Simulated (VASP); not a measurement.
# Al3Ni5 (Cmm2) in VASP: single point with PBEsol

Aim: the single point of Al3Ni5 with PBEsol.

All numbers are computed with VASP 6.6.1; they aren't measurements. Logs are shortened: lines on timing, memory, paths and dates and some standing lists are left out, and cuts for length are marked.

### Step 1. The cell of the first run

Symmetry: Cmm2, No. 35, orthorhombic system. Conventional cell: a = 6.587 Å, b = 7.384 Å, c = 3.720 Å, α = 90.00°, β = 90.00°, γ = 90.00°. Within 2.8 Å of Al (site symmetry mm2) lie 8 Ni at 2.01 to 2.78 Å and 4 Al at 2.78 Å. Within 2.9 Å of Al (site symmetry m) lie 10 Ni at 2.12 to 2.89 Å and 2 Al at 2.78 Å. Within 2.9 Å of Ni (site symmetry mm2) lie 4 Al at 2.12 to 2.87 Å and 8 Ni at 2.47 to 2.60 Å. Within 2.9 Å of Ni (site symmetry 2) lie 6 Al at 2.15 to 2.89 Å and 6 Ni at 2.47 to 2.63 Å. Within 2.8 Å of Ni (site symmetry m) lie 6 Al at 2.01 to 2.78 Å and 6 Ni at 2.60 to 2.63 Å.

### Step 2. Single point, PBEsol

Contents of INCAR:

```
PREC = Accurate ; ENCUT = 520
EDIFF = 1E-6 ; ISMEAR = 0
SIGMA = 0.15 ; LREAL = F
LASPH = T ; NELM = 100
ALGO = Fast ; ISIF = 2
LWAVE = F ; LCHARG = F
GGA = PS ; NBANDS = 40
```

Contents of KPOINTS:

```
regular mesh
0
Gamma
  8 8 10
```

Contents of POSCAR:

```
Al3Ni5
1.0
    3.2933322760     -3.6919375971      0.0000000000
    3.2933322760      3.6919375971      0.0000000000
    0.0000000000      0.0000000000      3.7203545651
Al Ni
3 5
Direct
    0.5000000000      0.5000000000     -0.1343957925
    0.7796888787      0.2203111213      0.3656042075
    0.2203111213      0.7796888787      0.3656042075
    0.0000000000      0.0000000000      0.0000000000
    0.0000000000      0.5000000000      0.0000000000
    0.5000000000      0.0000000000      0.0000000000
    0.2762373066      0.2762373066      0.5000000000
    0.7237626934      0.7237626934      0.5000000000
```

Potentials or basis: VASP PAW PBE potentials, release 64 (Al, Ni).

The run is started by

```sh
cat potpaw_PBE.64/Al/POTCAR potpaw_PBE.64/Ni/POTCAR > POTCAR
mpirun -np 1 vasp_std > vasp.out
```

OUTCAR:

```text
PREC = Accurate
   ENCUT = 520
   EDIFF = 1E-6
   ISMEAR = 0
   LREAL = F
   LASPH = T
   NELM = 100
   ISIF = 2
   GGA = PS

 ion  position               nearest neighbor table
   1  0.500  0.500  0.866-   7 2.01   8 2.01   5 2.52   6 2.52   6 2.52   5 2.52   2 2.78   3 2.78
                             2 2.78   3 2.78   7 2.78   8 2.78
   2  0.780  0.220  0.366-   4 2.12   5 2.15   6 2.15   7 2.49   8 2.49   8 2.59   7 2.59   1 2.78
                             1 2.78   4 2.87   5 2.89   6 2.89   3 3.25   3 3.32   3 3.32
   3  0.220  0.780  0.366-   4 2.12   5 2.15   6 2.15   7 2.49   8 2.49   8 2.59   7 2.59   1 2.78
                             1 2.78   4 2.87   5 2.89   6 2.89   2 3.25   2 3.32   2 3.32
   4  0.000  0.000  0.000-   2 2.12   3 2.12   5 2.47   6 2.47   5 2.47   6 2.47   7 2.60   8 2.60
                             7 2.60   8 2.60   2 2.87   3 2.87
   5  0.000  0.500  0.000-   2 2.15   3 2.15   4 2.47   4 2.47   1 2.52   1 2.52   7 2.63   8 2.63
                             7 2.63   8 2.63   2 2.89   3 2.89
   6  0.500  0.000  0.000-   2 2.15   3 2.15   4 2.47   4 2.47   1 2.52   1 2.52   7 2.63   8 2.63
                             7 2.63   8 2.63   2 2.89   3 2.89
   7  0.276  0.276  0.500-   1 2.01   2 2.49   3 2.49   3 2.59   2 2.59   4 2.60   4 2.60   6 2.63
                             5 2.63   5 2.63   6 2.63   1 2.78   8 2.95
   8  0.724  0.724  0.500-   1 2.01   2 2.49   3 2.49   2 2.59   3 2.59   4 2.60   4 2.60   5 2.63
                             6 2.63   6 2.63   5 2.63   1 2.78   7 2.95

  LATTYP: Found a base centered orthorhombic cell.
 ALAT       =     6.5866645520
 B/A-ratio  =     1.1210340432
 C/A-ratio  =     0.5648313400

  Lattice vectors:

 A1 = (   3.2933322760,  -3.6919375971,   0.0000000000)
 A2 = (   3.2933322760,   3.6919375971,   0.0000000000)
 A3 = (   0.0000000000,   0.0000000000,   3.7203545651)

Analysis of symmetry for initial positions (statically):
=====================================================================
 Subroutine PRICEL returns:
 Original cell was already a primitive cell.

 Routine SETGRP: Setting up the symmetry group for a
 base centered orthorhombic supercell.

 Subroutine GETGRP returns: Found  4 space group operations
 (whereof  4 operations were pure point group operations)
 out of a pool of  8 trial point group operations.

The static configuration has the point symmetry C_2v.

Analysis of symmetry for dynamics (positions and initial velocities):
=====================================================================
 Subroutine PRICEL returns:
 Original cell was already a primitive cell.

 Routine SETGRP: Setting up the symmetry group for a
 base centered orthorhombic supercell.

 Subroutine GETGRP returns: Found  4 space group operations
 (whereof  4 operations were pure point group operations)
 out of a pool of  8 trial point group operations.

The dynamic configuration has the point symmetry C_2v.

 Subroutine INISYM returns: Found  4 space group operations
 (whereof  4 operations are pure point group operations),
 and found     1 'primitive' translations

----------------------------------------------------------------------------------------

                                     Primitive cell

  volume of cell :      90.4699

  direct lattice vectors                    reciprocal lattice vectors
     3.293332276 -3.691937597  0.000000000     0.151821911 -0.135430241  0.000000000
     3.293332276  3.691937597  0.000000000     0.151821911  0.135430241  0.000000000
     0.000000000  0.000000000  3.720354565     0.000000000  0.000000000  0.268791585

  length of vectors
     4.947367047  4.947367047  3.720354565     0.203448379  0.203448379  0.268791585

  position of ions in fractional coordinates (direct lattice)
     0.500000000  0.500000000  0.865604207
     0.779688879  0.220311121  0.365604207
     0.220311121  0.779688879  0.365604207
     0.000000000  0.000000000  0.000000000
     1.000000000  0.500000000  0.000000000
     0.500000000  1.000000000  0.000000000
     0.276237307  0.276237307  0.500000000
     0.723762693  0.723762693  0.500000000

  ion indices of the primitive-cell ions
   primitive index   ion index
                 1           1
                 2           2
                 3           3
                 4           4
                 5           5
                 6           6
                 7           7
                 8           8

----------------------------------------------------------------------------------------

 KPOINTS: regular mesh

Automatic generation of k-mesh.
 Grid dimensions read from file:
 generate k-points for:    8    8   10

 Generating k-lattice:

  Cartesian coordinates                     Fractional coordinates (reciprocal lattice)
     0.018977739 -0.016928780  0.000000000     0.125000000 -0.000000000  0.000000000
     0.018977739  0.016928780  0.000000000    -0.000000000  0.125000000  0.000000000
     0.000000000  0.000000000  0.026879158     0.000000000  0.000000000  0.100000000

  Length of vectors
     0.025431047  0.025431047  0.026879158

  Shift w.r.t. Gamma in fractional coordinates (k-lattice)
     0.000000000  0.000000000  0.000000000

 Subroutine IBZKPT returns following result:
 ===========================================

 Found    126 irreducible k-points:

 Following reciprocal coordinates:
            Coordinates               Weight
  0.000000  0.000000  0.000000      1.000000
  0.125000  0.000000  0.000000      4.000000
  0.250000  0.000000  0.000000      4.000000
  0.375000  0.000000  0.000000      4.000000
  0.500000  0.000000  0.000000      2.000000
  0.125000  0.125000  0.000000      2.000000
[... 16 lines left out ...]
  0.125000  0.000000  0.100000      8.000000
  0.250000  0.000000  0.100000      8.000000
 [... further k-points ...]
   k-points           NKPTS =    126   k-points in BZ     NKDIM =    126   number of bands    NBANDS=     40
   number of dos      NEDOS =    301   number of ions     NIONS =      8
   total plane-waves  NPLWV =  44800
   dimension x,y,z NGX =    40 NGY =   40 NGZ =   28
   dimension x,y,z NGXF=    80 NGYF=   80 NGZF=   56
   ions per type =               3   5
   NGX,Y,Z   is equivalent  to a cutoff of  13.44, 13.44, 12.51 a.u.
   NGXF,Y,Z  is equivalent  to a cutoff of  26.88, 26.88, 25.02 a.u.
 SYSTEM =  unknown system
   PREC   = accura    normal or accurate (medium, high low for compatibility)
   ISTART =      0    job   : 0-new  1-cont  2-samecut
   ICHARG =      2    charge: 1-file 2-atom 10-const
   ISPIN  =      1    spin polarized calculation?
   LNONCOLLINEAR =      F non collinear calculations
   LSORBIT =      F    spin-orbit coupling
   LASPH  =      T    aspherical Exc in radial PAW
   ENCUT  =  520.0 eV  38.22 Ry    6.18 a.u.   9.20  9.20  6.92*2*pi/ulx,y,z
   NELM   =    100;   NELMIN=  2; NELMDL= -5     # of ELM steps
   EDIFF  = 0.1E-05   stopping-criterion for ELM
   LREAL  =      F    real-space projection
   EDIFFG = 0.1E-04   stopping-criterion for IOM
   NSW    =      0    number of steps for IOM
   IBRION =     -1    ionic relax: 0-MD 1-quasi-New 2-CG
   NFREE  =      0    steps in history (QN), initial steepest desc. (CG)
   ISIF   =      2    stress and relaxation
   ISYM   =      2    0-nonsym 1-usesym 2-fastsym
   POTIM  = 0.5000    time-step for ionic-motion
   TEBEG  =    0.0;   TEEND  =   0.0 temperature during run
   PSTRESS=    0.0 pullay stress
   NELECT =      59.0000    total number of electrons
   NUPDOWN=      -1.0000    fix difference up-down
   EMIN   =  10.00;   EMAX   =-10.00  energy-range for DOS
   EFERMI =   0.00;   METHOD = LEGACY
   ISMEAR =     0;   SIGMA  =   0.15  broadening in eV -4-tet -1-fermi 0-gaus
   EFERMI_NEDOS =   21; number of points for ismear=-14 and -15
   IALGO  =     68    algorithm
   IMIX   =      4    mixing-type and parameters
     AMIX     =   0.40;   BMIX     =  1.00
     AMIX_MAG =   1.60;   BMIX_MAG =  1.00
  volume/ion in A,a.u.               =      11.31        76.32
  Fermi-wavevector in a.u.,A,eV,Ry     =   1.419681  2.682808 27.422461  2.015494
  Thomas-Fermi vector in A             =   2.540676
   LORBIT       =      0    0 simple, 1 ext, 2 COOP (PROOUT), +10 PAW based schemes
   GGA     = PS    functional components
   LHFCALC =     F    Hartree Fock is set to
   AEXX    =    0.0000 exact exchange contribution
   IVDW    =     0    specifies the selected vdW correction
   LEPSILON=     F    determine dielectric tensor
   LRPA    =     F    only Hartree local field effects (RPA)
 non-spin polarized calculation
 RMM-DIIS sequential band-by-band and
 Gauss-broadening in eV      SIGMA  =   0.15
  energy-cutoff  :      520.00
  volume of cell :       90.47
 maximum number of plane-waves:      2461
 NGX is ok and might be reduce to    40
   NGX = 19   NGY = 19   NGZ = 13

 number of electron      58.9999930 magnetization

 Free energy of the ion-electron system (eV)
  ---------------------------------------------------
  ext. energy  EPLUGINS =         0.00000000
  ---------------------------------------------------
  free energy    TOTEN  =       -44.05865627 eV

  energy without entropy =      -44.01768679  energy(sigma->0) =      -44.03817153

 E-fermi :  10.0343     XC(G=0): -12.5706

 val. band max:       10.0330255086   @ k =   0.5000   0.0000   0.2000
 cond. band min:      10.0353551751   @ k =  -0.3750   0.3750   0.4000
 fundamental gap:      0.0023296665
 Fermi energy:        10.0343104666

 k-point     1 :       0.0000    0.0000    0.0000
  band No.  band energies     occupation
      1      -0.7954      2.00000
      2       3.9051      2.00000
      3       4.1135      2.00000
      4       4.9647      2.00000
      5       5.5315      2.00000
      6       5.6428      2.00000
[... 32 lines left out ...]
     39      17.1725      0.00000
     40      18.2392      0.00000

 k-point     2 :       0.1250    0.0000    0.0000
  band No.  band energies     occupation
      1      -0.6969      2.00000
      2       3.3750      2.00000
      3       4.2827      2.00000
      4       4.9788      2.00000
      5       5.4984      2.00000
      6       5.7432      2.00000
[... 935 lines left out ...]
     39      17.2878      0.00000
     40      17.6035      0.00000

 k-point    24 :       0.2500    0.0000    0.1000
  band No.  band energies     occupation
      1      -0.2970      2.00000
      2       2.5752      2.00000
      3       4.4975      2.00000
      4       5.1242      2.00000
      5       5.5490      2.00000
      6       5.7298      2.00000
[... 32 lines left out ...]
     39      17.3205      0.00000
     40      17.9657      0.00000

 [... further k-points ...]
[... 5 lines left out ...]
  --------------------------------------------------------------------------------------
  -------------------------------------------------------------------------------------
  Total       14.0849459      3.3415778     10.9040328      0.0000000      0.0000000      0.0000000
  in kB      249.4373801     59.1776801    193.1049920      0.0000000      0.0000000      0.0000000
  external PRESSURE =     167.2400174 kB  Pullay stress =       0.0000000 kB

 VOLUME and BASIS-vectors are now :
 -----------------------------------------------------------------------------
  energy-cutoff  :      520.00
  volume of cell :       90.47
      direct lattice vectors                 reciprocal lattice vectors
     3.293332276 -3.691937597  0.000000000     0.151821911 -0.135430241  0.000000000
     3.293332276  3.691937597  0.000000000     0.151821911  0.135430241  0.000000000
     0.000000000  0.000000000  3.720354565     0.000000000  0.000000000  0.268791585

 POSITION                                       TOTAL-FORCE (eV/Angst)
 -----------------------------------------------------------------------------------
      3.29333      0.00000      3.22035         0.000000     -0.000000      6.125083
      3.29333     -2.06519      1.36018         0.000000      1.120539      4.684425
      3.29333      2.06519      1.36018         0.000000     -1.120539      4.684425
      0.00000      0.00000      0.00000         0.000000     -0.000000     -3.424339
      1.64667      1.84597      0.00000         0.000000     -0.000000     -3.028976
      1.64667     -1.84597      0.00000         0.000000     -0.000000     -3.028976
      1.81948      0.00000      1.86018        -2.339114     -0.000000     -3.005822
      4.76718      0.00000      1.86018         2.339114     -0.000000     -3.005822
 -----------------------------------------------------------------------------------
    total drift:                               -0.000000     -0.000000     -0.000365

  FREE ENERGIE OF THE ION-ELECTRON SYSTEM (eV)
  ---------------------------------------------------
  free  energy   TOTEN  =       -44.0586562733 eV

  energy  without entropy=      -44.0176867929  energy(sigma->0) =      -44.03817153
```

Run time: 9.3 min. Hardware: 1 thread of Intel Xeon 8259CL, shared host; peak memory 0.45 GiB.

What came out:

* Free energy: -44.0587 eV
* Pressure: 16.7 GPa
* Largest force: 6.125 eV/Å
* Band gap on the k mesh: zero (an odd number of electrons rules out a gap without spin polarisation)

Forces in eV/Å, atoms in the order of the input:
```
Al   0.000  0.000  6.125
Al   0.000  1.121  4.684
Al   0.000 -1.121  4.684
Ni   0.000  0.000 -3.424
Ni   0.000  0.000 -3.029
Ni   0.000  0.000 -3.029
Ni  -2.339  0.000 -3.006
Ni   2.339  0.000 -3.006
```

Levels at points of the mesh, in eV from the Fermi level:
```
           k point  band 25  band 26  band 27  band 28  band 29  band 30  band 31  band 32  band 33  band 34
(0.00, 0.00, 0.00)    -1.09    -1.07    -0.84    -0.65    -0.50    -0.40     0.10     0.34     2.07     3.77
(0.50, 0.00, 0.00)    -1.18    -1.12    -0.95    -0.81    -0.32    -0.29     1.05     2.24     2.45     3.47
(0.50, 0.50, 0.00)    -1.51    -1.26    -1.20    -1.01    -0.59     2.66     3.41     3.62     3.69     3.80
(0.00, 0.00, 0.50)    -1.50    -1.46    -1.45    -1.18    -0.89    -0.78    -0.45     2.09     2.56     2.66
(0.50, 0.00, 0.50)    -1.48    -1.35    -1.29    -1.26    -0.71     0.79     0.95     1.04     1.11     2.72
(0.50, 0.50, 0.50)    -1.62    -1.53    -1.43    -1.41    -1.20    -0.25    -0.16     0.13     0.15     6.31
```

Caveat: the cell stands under pressure; the PAW data sets were made with another functional, which shifts forces and pressure a little. Spin polarisation is off, so any magnetic state and its effect on volume and gap are missing.
